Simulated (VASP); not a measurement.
Write the native input for VASP 6.6.1 that does the following.

```
Task                   : single point
Functional             : PBE
Potentials or basis    : VASP PAW PBE potentials, release 64 (Zn, Cl)
Cutoff                 : 520 eV
k mesh                 : 3 × 3 × 4
Occupations            : gaussian, width 0.1 eV
Spin                   : no spin polarisation
Dipole correction      : no
Further INCAR settings : ALGO = Normal; EDIFF = 1e-07; NBANDS = 53
```

The structure of Zn3Cl lies in POSCAR:

```
Zn3Cl
1.0
    7.2243533914      0.0000000000      0.0000000000
   -3.6121766957      6.2564735628      0.0000000000
    0.0000000000      0.0000000000      3.6946831344
Zn Cl
6 2
Direct
    0.8552301150      0.7104602300      0.2500000000
    0.1447698850      0.8552301150      0.7500000000
    0.2895397700      0.1447698850      0.2500000000
    0.1447698850      0.2895397700      0.7500000000
    0.8552301150      0.1447698850      0.2500000000
    0.7104602300      0.8552301150      0.7500000000
    0.3333333333      0.6666666667      0.2500000000
    0.6666666667      0.3333333333      0.7500000000
```

One way to write it, as run:

INCAR

```
SYSTEM = Zn3Cl
  PREC = Accurate
  ENCUT = 520
  EDIFF = 1E-7
  ISMEAR = 0
  SIGMA = 0.1
  LREAL = .False.
  LASPH = .True.
  NELM = 100
  ALGO = Normal
  ISIF = 2
  LWAVE = .False.
  LCHARG = .False.
  GGA = PE
  NBANDS = 53
```

KPOINTS

```
Automatic mesh
0
Gamma
  3 3 4
  0 0 0
```

Potentials or basis: VASP PAW PBE potentials, release 64 (Zn, Cl).

Run with:

```console
$ cat potpaw_PBE.64/Zn/POTCAR potpaw_PBE.64/Cl/POTCAR > POTCAR
$ mpirun -np 1 vasp_std > vasp.out
```

Results of the run:

```
Pressure               : 0.3 GPa
Largest force          : 0.015 eV/Å
Band gap on the k mesh : zero (bands 43 and 44 overlap by 2.06 eV)
```

Caveat: the k points lie up to 0.43 Å⁻¹ apart, too coarse for converged energies and pressures of a metal.

It took 3 min on 1 thread of AMD EPYC 7571 (shared host), peak memory 0.26 GiB.
